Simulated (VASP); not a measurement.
A run of VASP 6.6.1:

File INCAR:

```
PREC = Accurate
ENCUT = 520
EDIFF = 1E-7
ISMEAR = -1
SIGMA = 0.05
LREAL = False
LASPH = True
NELM = 100
ALGO = Normal
ISIF = 2
LWAVE = False
LCHARG = False
GGA = RP
NBANDS = 17
```

The input KPOINTS:

```
Automatic mesh
0
Gamma
  7 7 7
```

File POSCAR:

```
SnTe
1.0
    0.0000000000      3.2409546804      3.2409546804
    3.2409546804      0.0000000000      3.2409546804
    3.2409546804      3.2409546804      0.0000000000
Te Sn
1 1
Direct
    0.5000000000      0.5000000000      0.5000000000
    0.0000000000      0.0000000000      0.0000000000
```

Potentials or basis: VASP PAW PBE potentials, release 64 (Te, Sn_d).

Launch:

```sh
$ cat potpaw_PBE.64/Te/POTCAR potpaw_PBE.64/Sn_d/POTCAR > POTCAR
$ mpirun -np 1 vasp_std > vasp.out
```

Hardware: 1 thread of Intel Xeon 8259CL, on a shared host.

Task: Estimate the wall time of this run.

Result: It took 36 s on 1 thread of Intel Xeon 8259CL (shared host), peak memory 0.21 GiB. Counts: scf iterations 15, k points 20.
